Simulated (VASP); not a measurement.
# Pd (Fm-3m) in VASP: notebook

Runs on Pd. Level: PBEsol. Tasks: single point, relaxation of cell and atoms.

All numbers are computed with VASP 6.6.1; they aren't measurements. Logs are shortened: lines on timing, memory, paths and dates and some standing lists are left out, and cuts for length are marked.

### Step 1. The cell of the first run

The structure is cubic, space group Fm-3m (No. 225). The conventional cell has a = 3.876 Å, b = 3.876 Å, c = 3.876 Å, α = 90.00°, β = 90.00°, γ = 90.00°. Within 3.6 Å of Pd (site symmetry m-3m) lie 12 Pd at 2.74 Å.

### Step 2. Single point, PBEsol

Contents of INCAR:

```
SYSTEM = Pd
PREC = Accurate ; ENCUT = 520
EDIFF = 1E-6 ; ISMEAR = -1
SIGMA = 0.05 ; LREAL = .False.
LASPH = .True. ; NELM = 100
ALGO = Normal ; ISIF = 2
LWAVE = .False. ; LCHARG = .False.
GGA = PS ; NBANDS = 17
```

Contents of KPOINTS:

```
Automatic mesh
0
Gamma
  13 10 13
  0 0 0
```

Contents of POSCAR:

```
Pd
1.0
   -1.9382192864      1.9382192864      0.0000000000
    0.0000000000      0.0000000000      3.8764385727
    1.9382192864      1.9382192864      0.0000000000
Pd
2
Direct
    0.0000000000      0.0000000000      0.0000000000
    0.5000000000      0.5000000000      0.5000000000
```

Potentials or basis: VASP PAW PBE potentials, release 64 (Pd).

On the command line:

```bash
> cat potpaw_PBE.64/Pd/POTCAR > POTCAR
> mpirun -np 1 vasp_std > vasp.out
```

OUTCAR:

```text
SYSTEM = Pd
   PREC = Accurate
   ENCUT = 520
   EDIFF = 1E-6
   ISMEAR = -1
   LREAL = .False.
   LASPH = .True.
   NELM = 100
   ISIF = 2
   GGA = PS

 ion  position               nearest neighbor table
   1  0.000  0.000  0.000-   2 2.74   2 2.74   2 2.74   2 2.74   2 2.74   2 2.74   2 2.74   2 2.74

   2  0.500  0.500  0.500-   1 2.74   1 2.74   1 2.74   1 2.74   1 2.74   1 2.74   1 2.74   1 2.74

  LATTYP: Found a simple tetragonal cell.
 ALAT       =     2.7410560017
 C/A-ratio  =     1.4142135623

  Lattice vectors:

 A1 = (   1.9382192864,  -1.9382192864,   0.0000000000)
 A2 = (   1.9382192864,   1.9382192864,   0.0000000000)
 A3 = (   0.0000000000,   0.0000000000,   3.8764385727)

Analysis of symmetry for initial positions (statically):
=====================================================================
 Subroutine PRICEL returns following result:

  LATTYP: Found a face centered cubic cell.
 ALAT       =     3.8764385728

  Lattice vectors:

 A1 = (   1.9382192864,   0.0000000000,   1.9382192864)
 A2 = (   1.9382192864,   1.9382192864,   0.0000000000)
 A3 = (   0.0000000000,   1.9382192864,   1.9382192863)

   2 primitive cells build up your supercell.

 Routine SETGRP: Setting up the symmetry group for a
 simple tetragonal supercell.

 Subroutine GETGRP returns: Found 16 space group operations
 (whereof 16 operations were pure point group operations)
 out of a pool of 16 trial point group operations.

The static configuration has the point symmetry D_4h.

Analysis of symmetry for dynamics (positions and initial velocities):
=====================================================================
 Subroutine PRICEL returns following result:

  LATTYP: Found a face centered cubic cell.
 ALAT       =     3.8764385728

  Lattice vectors:

 A1 = (   1.9382192864,   0.0000000000,   1.9382192864)
 A2 = (   1.9382192864,   1.9382192864,   0.0000000000)
 A3 = (   0.0000000000,   1.9382192864,   1.9382192863)

   2 primitive cells build up your supercell.

 Routine SETGRP: Setting up the symmetry group for a
 simple tetragonal supercell.

 Subroutine GETGRP returns: Found 16 space group operations
 (whereof 16 operations were pure point group operations)
 out of a pool of 16 trial point group operations.

The dynamic configuration has the point symmetry D_4h.

 Subroutine INISYM returns: Found 16 space group operations
 (whereof 16 operations are pure point group operations),
 and found     2 'primitive' translations

----------------------------------------------------------------------------------------

                                     Primitive cell

  volume of cell :      14.5626

  direct lattice vectors                    reciprocal lattice vectors
     1.938219286  0.000000000  1.938219286     0.257968747 -0.257968747  0.257968747
     1.938219286  1.938219286  0.000000000     0.257968747  0.257968747 -0.257968747
     0.000000000  1.938219286  1.938219286    -0.257968747  0.257968747  0.257968747

  length of vectors
     2.741056002  2.741056002  2.741056002     0.446814976  0.446814976  0.446814976

  position of ions in fractional coordinates (direct lattice)
     0.000000000  0.000000000  0.000000000

  ion indices of the primitive-cell ions
   primitive index   ion index
                 1           1

----------------------------------------------------------------------------------------

 KPOINTS: Automatic mesh

Automatic generation of k-mesh.
 Grid dimensions read from file:
 generate k-points for:   13   10   13

 Generating k-lattice:

  Cartesian coordinates                     Fractional coordinates (reciprocal lattice)
    -0.019843750  0.019843750  0.000000000     0.076923077  0.000000000  0.000000000
     0.000000000  0.000000000  0.025796875     0.000000000  0.100000000  0.000000000
     0.019843750  0.019843750  0.000000000     0.000000000  0.000000000  0.076923077

  Length of vectors
     0.028063300  0.025796875  0.028063300

  Shift w.r.t. Gamma in fractional coordinates (k-lattice)
     0.000000000  0.000000000  0.000000000

 Subroutine IBZKPT returns following result:
 ===========================================

 Found    168 irreducible k-points:

 Following reciprocal coordinates:
            Coordinates               Weight
  0.000000  0.000000  0.000000      1.000000
  0.076923  0.000000  0.000000      4.000000
  0.153846  0.000000  0.000000      4.000000
  0.230769  0.000000  0.000000      4.000000
  0.307692  0.000000  0.000000      4.000000
  0.384615  0.000000  0.000000      4.000000
[... 16 lines left out ...]
  0.076923  0.300000  0.000000      8.000000
  0.153846  0.300000  0.000000      8.000000
 [... further k-points ...]
   k-points           NKPTS =    168   k-points in BZ     NKDIM =    168   number of bands    NBANDS=     17
   number of dos      NEDOS =    301   number of ions     NIONS =      2
   total plane-waves  NPLWV =  12000
   dimension x,y,z NGX =    20 NGY =   30 NGZ =   20
   dimension x,y,z NGXF=    40 NGYF=   60 NGZF=   40
   ions per type =               2
   NGX,Y,Z   is equivalent  to a cutoff of  12.13, 12.87, 12.13 a.u.
   NGXF,Y,Z  is equivalent  to a cutoff of  24.26, 25.73, 24.26 a.u.
 SYSTEM =  Pd
   PREC   = accura    normal or accurate (medium, high low for compatibility)
   ISTART =      0    job   : 0-new  1-cont  2-samecut
   ICHARG =      2    charge: 1-file 2-atom 10-const
   ISPIN  =      1    spin polarized calculation?
   LNONCOLLINEAR =      F non collinear calculations
   LSORBIT =      F    spin-orbit coupling
   LASPH  =      T    aspherical Exc in radial PAW
   ENCUT  =  520.0 eV  38.22 Ry    6.18 a.u.   5.10  7.21  5.10*2*pi/ulx,y,z
   NELM   =    100;   NELMIN=  2; NELMDL= -5     # of ELM steps
   EDIFF  = 0.1E-05   stopping-criterion for ELM
   LREAL  =      F    real-space projection
   EDIFFG = 0.1E-04   stopping-criterion for IOM
   NSW    =      0    number of steps for IOM
   IBRION =     -1    ionic relax: 0-MD 1-quasi-New 2-CG
   NFREE  =      0    steps in history (QN), initial steepest desc. (CG)
   ISIF   =      2    stress and relaxation
   ISYM   =      2    0-nonsym 1-usesym 2-fastsym
   POTIM  = 0.5000    time-step for ionic-motion
   TEBEG  =    0.0;   TEEND  =   0.0 temperature during run
   PSTRESS=    0.0 pullay stress
   NELECT =      20.0000    total number of electrons
   NUPDOWN=      -1.0000    fix difference up-down
   EMIN   =  10.00;   EMAX   =-10.00  energy-range for DOS
   EFERMI =   0.00;   METHOD = LEGACY
   ISMEAR =    -1;   SIGMA  =   0.05  broadening in eV -4-tet -1-fermi 0-gaus
   EFERMI_NEDOS =   21; number of points for ismear=-14 and -15
   IALGO  =     38    algorithm
   IMIX   =      4    mixing-type and parameters
     AMIX     =   0.40;   BMIX     =  1.00
     AMIX_MAG =   1.60;   BMIX_MAG =  1.00
  volume/ion in A,a.u.               =      14.56        98.27
  Fermi-wavevector in a.u.,A,eV,Ry     =   1.444315  2.729360 28.382376  2.086046
  Thomas-Fermi vector in A             =   2.562624
   LORBIT       =      0    0 simple, 1 ext, 2 COOP (PROOUT), +10 PAW based schemes
   GGA     = PS    functional components
   LHFCALC =     F    Hartree Fock is set to
   AEXX    =    0.0000 exact exchange contribution
   IVDW    =     0    specifies the selected vdW correction
   LEPSILON=     F    determine dielectric tensor
   LRPA    =     F    only Hartree local field effects (RPA)
 non-spin polarized calculation
  energy-cutoff  :      520.00
  volume of cell :       29.13
 maximum number of plane-waves:       796
   NGX = 11   NGY = 15   NGZ = 11

 number of electron      20.0000011 magnetization

 Free energy of the ion-electron system (eV)
  ---------------------------------------------------
  ext. energy  EPLUGINS =         0.00000000
  ---------------------------------------------------
  free energy    TOTEN  =       -11.94230919 eV

  energy without entropy =      -11.90645269  energy(sigma->0) =      -11.92438094

 E-fermi :   9.8544     XC(G=0): -13.4594

 val. band max:        9.8524045290   @ k =   0.4615   0.2000   0.2308
 cond. band min:       9.8572772283   @ k =   0.1538   0.3000   0.0000
 fundamental gap:      0.0048726993
 Fermi energy:         9.8544450916

 k-point     1 :       0.0000    0.0000    0.0000
  band No.  band energies     occupation
      1       2.4980      2.00000
      2       4.3059      2.00000
      3       4.5996      2.00000
      4       6.9258      2.00000
      5       6.9296      2.00000
      6       6.9296      2.00000
[... 9 lines left out ...]
     16      26.9707      0.00000
     17      31.5223      0.00000

 k-point     2 :       0.0769    0.0000    0.0000
  band No.  band energies     occupation
      1       2.6432      2.00000
      2       4.3966      2.00000
      3       4.6878      2.00000
      4       6.8689      2.00000
      5       6.9754      2.00000
      6       6.9902      2.00000
[... 9 lines left out ...]
     16      27.1312      0.00000
     17      30.9693      0.00000

 k-point     3 :       0.1538    0.0000    0.0000
  band No.  band energies     occupation
      1       3.0617      2.00000
      2       4.6169      2.00000
      3       4.9761      2.00000
      4       6.7080      2.00000
      5       7.1106      2.00000
      6       7.1506      2.00000
[... 9 lines left out ...]
     16      27.5043      0.00000
     17      29.3579      0.00000

 k-point     4 :       0.2308    0.0000    0.0000
  band No.  band energies     occupation
      1       3.6992      2.00000
      2       4.9022      2.00000
      3       5.4422      2.00000
      4       6.5005      2.00000
      5       7.2889      2.00000
      6       7.3282      2.00000
[... 9 lines left out ...]
     16      27.6601      0.00000
     17      27.6837      0.00000

 k-point     5 :       0.3077    0.0000    0.0000
  band No.  band energies     occupation
      1       4.4591      2.00000
      2       5.2368      2.00000
      3       5.9555      2.00000
      4       6.3121      2.00000
      5       7.2607      2.00000
      6       7.2879      2.00000
[... 9 lines left out ...]
     16      26.9461      0.00000
     17      27.0039      0.00000

 k-point     6 :       0.3846    0.0000    0.0000
  band No.  band energies     occupation
      1       5.1970      2.00000
      2       5.5850      2.00000
      3       6.2035      2.00000
      4       6.3608      2.00000
      5       6.7536      2.00000
      6       7.0660      2.00000
[... 9 lines left out ...]
     16      25.4832      0.00000
     17      28.8294      0.00000

 k-point     7 :       0.4615    0.0000    0.0000
  band No.  band energies     occupation
      1       5.7221      2.00000
      2       5.8324      2.00000
      3       6.2221      2.00000
      4       6.3996      2.00000
      5       6.5908      2.00000
      6       6.8029      2.00000
[... 9 lines left out ...]
     16      23.7191      0.00000
     17      29.3195      0.00000

 k-point     8 :       0.0000    0.1000    0.0000
  band No.  band energies     occupation
      1       2.6211      2.00000
      2       4.3645      2.00000
      3       4.6473      2.00000
      4       6.8565      2.00000
      5       6.9859      2.00000
      6       6.9859      2.00000
[... 9 lines left out ...]
     16      27.1111      0.00000
     17      31.4203      0.00000
[... 203 lines left out ...]
      1       4.4323      2.00000
      2       5.2039      2.00000
      3       6.0706      2.00000
      4       6.9031      2.00000
      5       7.2321      2.00000
      6       7.2590      2.00000
[... 9 lines left out ...]
     16      27.4642      0.00000
     17      27.8656      0.00000

 k-point    20 :       0.3846    0.2000    0.0000
  band No.  band energies     occupation
      1       4.7329      2.00000
      2       5.2417      2.00000
      3       6.2779      2.00000
      4       6.9755      2.00000
      5       7.2647      2.00000
      6       7.3674      2.00000
[... 9 lines left out ...]
     16      27.2521      0.00000
     17      28.9249      0.00000

 k-point    21 :       0.4615    0.2000    0.0000
  band No.  band energies     occupation
      1       4.9318      2.00000
      2       5.1101      2.00000
      3       6.5006      2.00000
      4       6.7644      2.00000
      5       7.3175      2.00000
      6       7.4601      2.00000
[... 9 lines left out ...]
     16      26.4413      0.00000
     17      28.7505      0.00000

 k-point    22 :       0.0000    0.3000    0.0000
  band No.  band energies     occupation
      1       3.5367      2.00000
      2       4.7377      2.00000
      3       5.0127      2.00000
      4       6.3668      2.00000
      5       7.4265      2.00000
      6       7.4265      2.00000
[... 9 lines left out ...]
     16      28.1136      0.00000
     17      29.6023      0.00000

 k-point    23 :       0.0769    0.3000    0.0000
  band No.  band energies     occupation
      1       3.6541      2.00000
      2       4.8299      2.00000
      3       5.0936      2.00000
      4       6.3865      2.00000
      5       7.3811      2.00000
      6       7.4092      2.00000
[... 9 lines left out ...]
     16      27.8021      0.00000
     17      28.6316      0.00000

 k-point    24 :       0.1538    0.3000    0.0000
  band No.  band energies     occupation
      1       3.9531      2.00000
      2       4.9819      2.00000
      3       5.4175      2.00000
      4       6.4935      2.00000
      5       7.3025      2.00000
      6       7.3525      2.00000
[... 9 lines left out ...]
     16      26.1995      0.00000
     17      28.3263      0.00000

 [... further k-points ...]

------------------------ aborting loop because EDIFF is reached ----------------------------------------

  FORCE on cell =-STRESS in cart. coord.  units (eV):
  Direction    XX          YY          ZZ          XY          YZ          ZX
  --------------------------------------------------------------------------------------
  -------------------------------------------------------------------------------------
  Total       -0.0996266     -0.0996266     -0.0450706      0.0000000      0.0000000      0.0000000
  in kB       -5.4804629     -5.4804629     -2.4793357      0.0000000      0.0000000      0.0000000
  external PRESSURE =      -4.4800871 kB  Pullay stress =       0.0000000 kB

 VOLUME and BASIS-vectors are now :
 -----------------------------------------------------------------------------
  energy-cutoff  :      520.00
  volume of cell :       29.13
      direct lattice vectors                 reciprocal lattice vectors
    -1.938219286  1.938219286  0.000000000    -0.257968747  0.257968747  0.000000000
     0.000000000  0.000000000  3.876438573     0.000000000  0.000000000  0.257968747
     1.938219286  1.938219286  0.000000000     0.257968747  0.257968747  0.000000000

 POSITION                                       TOTAL-FORCE (eV/Angst)
 -----------------------------------------------------------------------------------
      0.00000      0.00000      0.00000         0.000000      0.000000      0.000000
      0.00000      1.93822      1.93822        -0.000000     -0.000000     -0.000000
 -----------------------------------------------------------------------------------
    total drift:                               -0.000000     -0.000000      0.000000

  FREE ENERGIE OF THE ION-ELECTRON SYSTEM (eV)
  ---------------------------------------------------
  free  energy   TOTEN  =       -11.9423091936 eV

  energy  without entropy=      -11.9064526947  energy(sigma->0) =      -11.92438094
```

It took 60 s on 1 thread of Intel Xeon 8259CL, shared host; peak memory 0.18 GiB.

Results:

| Quantity | Value |
| --- | --- |
| Free energy | -11.9423 eV |
| Pressure | -0.4 GPa |
| Band gap on the k mesh | zero (bands 10 and 11 overlap by 1.16 eV) |

Caveat: the PAW data sets were made with another functional, which shifts forces and pressure a little.

### Step 3. Relaxation of cell and atoms, PBEsol

This run uses another cell than the first one: it holds 1 atom, not 2.

Contents of INCAR:

```
SYSTEM = Pd
PREC = Accurate
ENCUT = 600
EDIFF = 1E-6
ISMEAR = -1
SIGMA = 0.05
LREAL = .False.
LASPH = .True.
NELM = 60
ALGO = Normal
ISIF = 3
LWAVE = .False.
LCHARG = .False.
GGA = PS
IBRION = 2
NSW = 60
EDIFFG = -0.005
```

Contents of KPOINTS:

```
regular mesh
0
Gamma
  19 19 19
  0 0 0
```

Contents of POSCAR:

```
Pd
1.0
    0.0000000000      1.9224484100      1.9224484100
    1.9224484100      0.0000000000      1.9224484100
    1.9224484100      1.9224484100      0.0000000000
Pd
1
Direct
    0.0000000000      0.0000000000      0.0000000000
```

Potentials or basis: VASP PAW PBE potentials, release 64 (Pd).

On the command line:

```bash
> cat potpaw_PBE.64/Pd/POTCAR > POTCAR
> mpirun -np 1 vasp_std > vasp.out
```

Wall time 84 s (1 thread of Intel Xeon 8259CL, shared host); peak memory 0.18 GiB.

The run converged. Its results:

```
Free energy                           : -5.9677 eV
Relaxed volume                        : 14.54 Å³/atom
Relaxed cell                          : a = 2.740 Å, b = 2.740 Å, c = 2.740 Å, α = 60.00°, β = 60.00°, γ = 60.00°
Space group after relaxing (to 0.1 Å) : Fm-3m (No. 225)
Energy gained by relaxing             : 4.8 meV/atom
Ionic steps                           : 3
Pressure after relaxing               : -0.1 GPa
Band gap on the k mesh                : zero (bands 5 and 6 overlap by 1.61 eV)
```

Step by step:
| step | energy change (eV) | largest force (eV/Å) | pressure (GPa) | volume (Å³) |
| --- | --- | --- | --- | --- |
| 1 | 0.0000 | 0.0000 | 4.92 | 14.21 |
| 2 | 0.0092 | 0.0000 | -7.32 | 15.13 |
| 3 | -0.0048 | 0.0000 | -0.05 | 14.54 |

Final structure:
```xyz
1
Lattice="0.0000 1.9372 1.9372 1.9372 0.0000 1.9372 1.9372 1.9372 0.0000" Properties=species:S:1:pos:R:3 pbc="T T T"
Pd    0.0000    0.0000    0.0000
```

Levels at points of the mesh, in eV from the Fermi level:
| k point | band 2 | band 3 | band 4 | band 5 | band 6 | band 7 | band 8 | band 9 |
| --- | --- | --- | --- | --- | --- | --- | --- | --- |
| (0.00, 0.00, 0.00) | -2.94 | -2.94 | -2.94 | -1.27 | -1.27 | 17.11 | 21.96 | 21.96 |

Caveat: the PAW data sets were made with another functional, which shifts forces and pressure a little.
